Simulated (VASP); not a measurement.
Runs of VASP 6.6.1 on TaN. The structure is that of space group P6/mmm (No. 191), or close to it. The cells are those of the table. 

| cell | gap on the mesh (eV) | pressure (GPa) |
| --- | --- | --- |
| a = 5.085, b = 5.085, c = 2.849 Å, angles 90.0, 90.0, 120.0°, 6 atoms | none | 25.2 |
| a = 5.225, b = 5.225, c = 2.927 Å, angles 90.0, 90.0, 120.0°, 6 atoms | none | -4.5 |
| a = 5.156, b = 5.156, c = 2.888 Å, angles 90.0, 90.0, 120.0°, 6 atoms | none | (b) |
| a = 5.121, b = 5.121, c = 2.869 Å, angles 90.0, 90.0, 120.0°, 6 atoms | none | (a) |
| a = 5.259, b = 5.259, c = 2.946 Å, angles 90.0, 90.0, 120.0°, 6 atoms | none | -10.1 |
| a = 5.191, b = 5.191, c = 2.908 Å, angles 90.0, 90.0, 120.0°, 6 atoms | none | 1.8 |
| a = 5.293, b = 5.293, c = 2.965 Å, angles 90.0, 90.0, 120.0°, 6 atoms | none | -15.2 |

Alike in all rows: task single point; level PBEsol; potentials or basis VASP PAW PBE potentials, release 64 (Ta_pv, N); no spin polarisation; k mesh 5 × 5 × 8; cutoff (eV) 520; smearing fermi-dirac 0.1 eV.

Estimate the missing entries.

(a) 16.6; (b) 8.8.

Caveats: the PAW data sets were made with another functional, which shifts forces and pressure a little; spin-orbit coupling is left out, which moves the levels of the heavy elements; the cell stands under pressure (at least some runs); the cell stands under tension (at least some runs).

A k mesh can miss the band edges, and the runs leave out spin-orbit coupling on Ta.

A gap of «none» marks levels without a gap at the run's occupations.
